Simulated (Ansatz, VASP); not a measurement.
**One calculation of Mo, two programs**

Contents of INCAR:

```
SYSTEM = Mo
ALGO     = Fast           ! electronic algorithm
EDIFF    = 1E-7           ! SCF threshold, eV
ENCUT    = 520            ! plane-wave cutoff, eV
GGA      = PE             ! functional
ISIF     = 2              ! what is computed and relaxed
ISMEAR   = 0              ! smearing method
LASPH    = .True.         ! aspherical terms in the spheres
LCHARG   = .True.         ! write CHGCAR
LELF     = .True.         ! ELF
LREAL    = .False.        ! projectors in reciprocal space
LVHAR    = .True.       
LWAVE    = .False.        ! write WAVECAR
NBANDS   = 13             ! bands
NELM     = 80             ! most SCF steps
PREC     = Accurate       ! precision mode
SIGMA    = 0.15           ! smearing width, eV
```

KPOINTS

```
k-points
0
Gamma
  26 26 26
  0 0 0
```

File POSCAR:

```
Mo
1.0
   -1.5407139493      1.5407139493      1.6197249211
    1.5407139493     -1.5407139493      1.6197249211
    1.5407139493      1.5407139493     -1.6197249211
Mo
1
Direct
    0.0000000000      0.0000000000      0.0000000000
```

Input for Ansatz:

```yaml
crystal:
  lattice:
    - [-1.5407139493, 1.5407139493, 1.6197249211]
    - [1.5407139493, -1.5407139493, 1.6197249211]
    - [1.5407139493, 1.5407139493, -1.6197249211]
  atoms:
    - { symbol: Mo, position: [0.0, 0.0, 0.0] }
basis:
  ecutwfc: 420
kpoints:
  mp_grid: { grid: [26, 26, 26] }
hamiltonian:
  xc: pbe
scf:
  occupations: { method: gaussian, width: 0.15 }
output:
  forces: true
  stress: true
  eigenvalues: true
```

Change from the starting cell: strain -0.025 along x and y, +0.025 along z, atoms carried along.

Alike in both runs: task single point; functional PBE; k mesh 26 × 26 × 26; occupations gaussian, width 0.15 eV; no spin polarisation.

```csv
,VASP,Ansatz
version,VASP 6.6.1,Ansatz 0.2.0
potentials or method,"VASP PAW PBE potentials, release 64 (Mo_sv), cutoff 520 eV","scalar-relativistic, plane waves, PAW"
valence electrons in the cell,14,14
```

Ansatz gave:

* gap on the k mesh at the Fermi level (eV): none
* pressure (GPa): 7.5
* traceless stress, the component that is largest in VASP (GPa): -10.23

Problem. Which values does VASP return?

Solution. gap on the k mesh at the Fermi level (eV): none; pressure (GPa): 8.1; traceless stress, the component that is largest in VASP (GPa): -10.22.

A gap of «none» marks a metal or a gap that the smearing closes.
